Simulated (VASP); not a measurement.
A run of VASP 6.6.1:

File INCAR:

```
SYSTEM = AlVC4N4
ALGO = Normal ; EDIFF = 1E-6
ENCUT = 520 ; GGA = PE
ISIF = 2 ; ISMEAR = 0
ISPIN = 2 ; LASPH = .TRUE.
LCHARG = .FALSE. ; LMAXMIX = 4
LORBIT = 11 ; LREAL = .FALSE.
LWAVE = .FALSE. ; MAGMOM = 0 2 0 0 0 0 0 0 0 0
NBANDS = 41 ; NELM = 150
PREC = Accurate ; SIGMA = 0.1
```

The input KPOINTS:

```
k-points
0
G
  4 4 4
  0 0 0
```

Contents of POSCAR:

```
AlVC4N4
1.0
    5.8306603700      0.0000000000      0.0000000000
    0.0000000000      5.8306603700      0.0000000000
    0.0000000000      0.0000000000      5.8306603700
Al V C N
1 1 4 4
Direct
    0.5000000000      0.5000000000      0.5000000000
    0.0000000000      0.0000000000      0.0000000000
    0.1898207700      0.1898207700      0.1898207700
    0.1898207700      0.8101792300      0.8101792300
    0.8101792300      0.1898207700      0.8101792300
    0.8101792300      0.8101792300      0.1898207700
    0.3056738300      0.3056738300      0.3056738300
    0.3056738300      0.6943261700      0.6943261700
    0.6943261700      0.3056738300      0.6943261700
    0.6943261700      0.6943261700      0.3056738300
```

Potentials or basis: VASP PAW PBE potentials, release 64 (Al, V_sv, C, N).

The run is started by

```console
$ cat potpaw_PBE.64/Al/POTCAR potpaw_PBE.64/V_sv/POTCAR potpaw_PBE.64/C/POTCAR potpaw_PBE.64/N/POTCAR > POTCAR
$ mpirun -np 1 vasp_std > vasp.out
```

Hardware: 1 thread of Intel(R) Xeon(R) 6975P-C (Granite Rapids) (shared host).

Task: How long does it take, and how much memory?

Result: Wall time 2.6 min on 1 thread of Intel(R) Xeon(R) 6975P-C (Granite Rapids), with other jobs on the host, peak memory 0.47 GiB. Counts: scf iterations 18, k points 10.
